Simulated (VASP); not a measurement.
A run of VASP 6.6.1 is set up as follows.

File INCAR:

```
PREC = Accurate
ENCUT = 520
EDIFF = 1E-6
ISMEAR = 0
SIGMA = 0.15
LREAL = False
LASPH = True
NELM = 150
ALGO = Normal
ISIF = 2
LWAVE = False
LCHARG = True
ISPIN = 2
MAGMOM = 0.5
LORBIT = 11
NUPDOWN = 0.5
LMAXMIX = 4
GGA = PE
LELF = True
LVHAR = True
NBANDS = 15
```

The input KPOINTS:

```
Automatic mesh
0
Gamma
  24 24 24
```

Contents of POSCAR:

```
Ni
1.0
    0.0000000000      1.7591360705      1.7591360705
    1.7591360705      0.0000000000      1.7591360705
    1.7591360705      1.7591360705      0.0000000000
Ni
1
Direct
    0.0000000000      0.0000000000      0.0000000000
```

Potentials or basis: VASP PAW PBE potentials, release 64 (Ni).

Command:

```sh
$ cat potpaw_PBE.64/Ni/POTCAR > POTCAR
$ mpirun -np 1 vasp_std > vasp.out
```

Q: Estimate the pressure.

A: -0.4 GPa.

Caveat: the total moment is fixed, so each spin has its own Fermi level.
